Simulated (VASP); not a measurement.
# Hf3O7 in VASP: single point with PBEsol

Aim: the single point of Hf3O7 with PBEsol.

All numbers are computed with VASP 6.6.1; they aren't measurements. Logs are shortened: lines on timing, memory, paths and dates and some standing lists are left out, and cuts for length are marked.

**1. The cell of the first run**

The cell holds a slab with vacuum, 10 atoms: a = 3.567 Å, b = 3.567 Å, c = 25.305 Å, α = 90.00°, β = 90.00°, γ = 90.00°.

**2. Single point, PBEsol, collinear spin**

INCAR reads:

```
PREC     = Accurate       # precision mode
ENCUT    = 520            # plane-wave cutoff, eV
EDIFF    = 1E-7           # SCF threshold, eV
ISMEAR   = 0              # smearing method
SIGMA    = 0.05           # smearing width, eV
LREAL    = F              # projectors in reciprocal space
LASPH    = T              # aspherical terms in the spheres
NELM     = 150            # most SCF steps
ALGO     = Normal         # electronic algorithm
ISIF     = 2              # what is computed and relaxed
LWAVE    = F              # write WAVECAR
LCHARG   = T              # write CHGCAR
ISPIN    = 2              # spin polarisation
MAGMOM   = 0 0 0 0 0 0 2 0 0 0 # initial moments
LORBIT   = 11             # projections on sites
LMAXMIX  = 4              # l up to which the mixer works
LDIPOL   = T            
IDIPOL   = 3            
DIPOL    = 0.5 0.5 0.469
GGA      = PS             # functional
LVHAR    = T            
LVACPOTAV= T            
NBANDS   = 51             # bands
KPAR     = 4
```

KPOINTS reads:

```
regular mesh
0
Gamma
  8 8 1
```

POSCAR reads:

```
Hf3O7
1.0
    3.5665804215      0.0000000000      0.0000000000
    0.0000000000      3.5665804215      0.0000000000
    0.0000000000      0.0000000000     25.3048830043
O Hf
7 3
Direct
    0.5000000000      0.0000000000      0.3359035486
    0.0000000000      0.5000000000      0.3359035486
    0.0000000000      0.5000000000      0.4355662581
    0.5000000000      0.0000000000      0.4355662581
    0.4966941737      0.0092657233      0.5346832747
    0.0092657233      0.4966941737      0.5346832747
    0.8768130055      0.8768130055      0.6209122789
    0.5000000000      0.5000000000      0.3857349034
    0.0043813563      0.0043813563      0.4842843515
    0.5516227395      0.5516227395      0.5827516783
```

Potentials or basis: VASP PAW PBE potentials, release 64 (O, Hf_pv).

Run with:

```bash
$ cat potpaw_PBE.64/O/POTCAR potpaw_PBE.64/Hf_pv/POTCAR > POTCAR
$ mpirun -np 4 vasp_std > vasp.out
```

OUTCAR:

```text
PREC = Accurate
   ENCUT = 520
   EDIFF = 1E-7
   ISMEAR = 0
   LREAL = F
   LASPH = T
   NELM = 150
   ISIF = 2
   ISPIN = 2
   LORBIT = 11
   GGA = PS

 ion  position               nearest neighbor table
   1  0.500  0.000  0.336-   8 2.18   8 2.18
   2  0.000  0.500  0.336-   8 2.18   8 2.18
   3  0.000  0.500  0.436-   9 2.16   9 2.18   8 2.18   8 2.18
   4  0.500  0.000  0.436-   9 2.16   9 2.18   8 2.18   8 2.18
   5  0.497  0.009  0.535-  10 2.05   9 2.17   9 2.21  10 2.29
   6  0.009  0.497  0.535-  10 2.05   9 2.17   9 2.21  10 2.29
   7  0.877  0.877  0.621-  10 1.90  10 2.84  10 2.84
   8  0.500  0.500  0.386-   3 2.18   4 2.18   4 2.18   3 2.18   1 2.18   1 2.18   2 2.18   2 2.18
                             9 3.53   9 3.55   9 3.55   9 3.56
   9  0.004  0.004  0.484-   3 2.16   4 2.16   5 2.17   6 2.17   3 2.18   4 2.18   6 2.21   5 2.21
                            10 3.38   8 3.53   8 3.55   8 3.55  10 3.55  10 3.55   8 3.56  10 3.72
  10  0.552  0.552  0.583-   7 1.90   6 2.05   5 2.05   5 2.29   6 2.29   7 2.84   7 2.84   9 3.38
                             9 3.55   9 3.55   9 3.72

  LATTYP: Found a simple tetragonal cell.
 ALAT       =     3.5665804215
 C/A-ratio  =     7.0949985739

  Lattice vectors:

 A1 = (   3.5665804215,   0.0000000000,   0.0000000000)
 A2 = (   0.0000000000,   3.5665804215,   0.0000000000)
 A3 = (   0.0000000000,   0.0000000000,  25.3048830043)

Analysis of symmetry for initial positions (statically):
=====================================================================
 Subroutine PRICEL returns:
 Original cell was already a primitive cell.

 Routine SETGRP: Setting up the symmetry group for a
 simple tetragonal supercell.

 Subroutine GETGRP returns: Found  2 space group operations
 (whereof  2 operations were pure point group operations)
 out of a pool of 16 trial point group operations.

The static configuration has the point symmetry C_1h.

Analysis of symmetry for dynamics (positions and initial velocities):
=====================================================================
 Subroutine PRICEL returns:
 Original cell was already a primitive cell.

 Routine SETGRP: Setting up the symmetry group for a
 simple tetragonal supercell.

 Subroutine GETGRP returns: Found  2 space group operations
 (whereof  2 operations were pure point group operations)
 out of a pool of 16 trial point group operations.

The dynamic configuration has the point symmetry C_1h.

Analysis of structural, dynamic, and magnetic symmetry:
=====================================================================
 Subroutine PRICEL returns:
[... 181 lines left out ...]
 Fermi energy:        -4.4336622017

 spin component 1

 k-point     1 :       0.0000    0.0000    0.0000
  band No.  band energies     occupation
      1     -34.4963      1.00000
      2     -34.2201      1.00000
      3     -34.1811      1.00000
      4     -34.1736      1.00000
      5     -34.0672      1.00000
      6     -34.0020      1.00000
[... 1060 lines left out ...]
     47       2.7124      0.00000
     48       2.7850      0.00000
 Fermi energy:        -4.4336622017

 spin component 2

 k-point     1 :       0.0000    0.0000    0.0000
  band No.  band energies     occupation
      1     -34.4963      1.00000
      2     -34.2201      1.00000
      3     -34.1811      1.00000
      4     -34.1736      1.00000
      5     -34.0671      1.00000
      6     -34.0020      1.00000
[... 1060 lines left out ...]
     47       2.7124      0.00000
     48       2.7850      0.00000
 [bands above 48 left out]

------------------------ aborting loop because EDIFF is reached ----------------------------------------

  FORCE on cell =-STRESS in cart. coord.  units (eV):
  Direction    XX          YY          ZZ          XY          YZ          ZX
  --------------------------------------------------------------------------------------
  -------------------------------------------------------------------------------------
  Total       -8.1114131     -8.1114131     -2.0533754      0.4106362     -0.0827947     -0.0827930
  in kB      -40.3737161    -40.3737161    -10.2204627      2.0438993     -0.4121022     -0.4120936
  external PRESSURE =     -30.3226317 kB  Pullay stress =       0.0000000 kB

 VOLUME and BASIS-vectors are now :
 -----------------------------------------------------------------------------
  energy-cutoff  :      520.00
  volume of cell :      321.89
      direct lattice vectors                 reciprocal lattice vectors
     3.566580421  0.000000000  0.000000000     0.280380612  0.000000000  0.000000000
     0.000000000  3.566580421  0.000000000     0.000000000  0.280380612  0.000000000
     0.000000000  0.000000000 25.304883004     0.000000000  0.000000000  0.039518065

 POSITION                                       TOTAL-FORCE (eV/Angst)
 -----------------------------------------------------------------------------------
      1.78329      0.00000      8.50000         0.001687     -0.000522      0.683968
      0.00000      1.78329      8.50000        -0.000522      0.001687      0.683968
      0.00000      1.78329     11.02195        -0.006964     -0.002824      0.505072
      1.78329      0.00000     11.02195        -0.002824     -0.006964      0.505072
      1.77150      0.03305     13.53010         0.019735     -0.016115     -0.004133
      0.03305      1.77150     13.53010        -0.016115      0.019735     -0.004133
      3.12722      3.12722     15.71211        -0.064206     -0.064206     -0.073457
      1.78329      1.78329      9.76098         0.009097      0.009097     -2.098896
      0.01563      0.01563     12.25476        -0.000062     -0.000062     -0.006735
      1.96741      1.96741     14.74646         0.060175      0.060175     -0.190726
 -----------------------------------------------------------------------------------
    total drift:                                0.000321      0.000321      0.001971

  FREE ENERGIE OF THE ION-ELECTRON SYSTEM (eV)
  ---------------------------------------------------
  free  energy   TOTEN  =       -94.5360087446 eV

  energy  without entropy=      -94.5298210328  energy(sigma->0) =      -94.53291489

 vacuum level on the upper side and lower side of the slab         2.994         5.026

 total charge

# of ion       s       p       d       tot
------------------------------------------
    1        1.600   3.187   0.000   4.787
    2        1.600   3.187   0.000   4.787
    3        1.559   3.536   0.000   5.096
    4        1.559   3.536   0.000   5.096
    5        1.559   3.534   0.000   5.093
    6        1.559   3.534   0.000   5.093
    7        1.568   3.375   0.000   4.942
    8        0.302   6.602   1.424   8.328
    9        0.303   6.612   1.419   8.335
   10        0.315   6.513   1.579   8.406
--------------------------------------------------
tot         11.926  43.616   4.423  59.964

 magnetization (x)

# of ion       s       p       d       tot
------------------------------------------
    1       -0.000  -0.000   0.000  -0.000
    2       -0.000  -0.000   0.000  -0.000
    3       -0.000  -0.000   0.000  -0.000
    4       -0.000  -0.000   0.000  -0.000
    5       -0.000  -0.000   0.000  -0.000
    6       -0.000  -0.000   0.000  -0.000
    7       -0.000  -0.000   0.000  -0.000
    8        0.000   0.000   0.000   0.000
    9        0.000   0.000   0.000   0.000
   10        0.000   0.000   0.000   0.000
--------------------------------------------------
tot         -0.000  -0.000   0.000  -0.000
```

Wall time 9.6 min (4 MPI ranks of Oxide Virtual Turin-like, shared host); peak memory 0.84 GiB.

Results:

```
Free energy                                           : -94.5360 eV
Largest force                                         : 2.099 eV/Å
Band gap on the k mesh                                : zero (filled and empty bands overlap)
Net moment                                            : 0.00 μB per cell
Valence electrons inside the program's atomic spheres : O 4.79, 5.10, 5.09, 4.94 (each value once); Hf 8.33, 8.34, 8.41
```

Forces on the atoms (eV/Å):
```
O    0.002 -0.001  0.684
O   -0.001  0.002  0.684
O   -0.007 -0.003  0.505
O   -0.003 -0.007  0.505
O    0.020 -0.016 -0.004
O   -0.016  0.020 -0.004
O   -0.064 -0.064 -0.073
Hf   0.009  0.009 -2.099
Hf   0.000  0.000 -0.007
Hf   0.060  0.060 -0.191
```

Caveat: the PAW data sets were made with another functional, which shifts forces and pressure a little; spin-orbit coupling is left out, which moves the levels of the heavy elements.
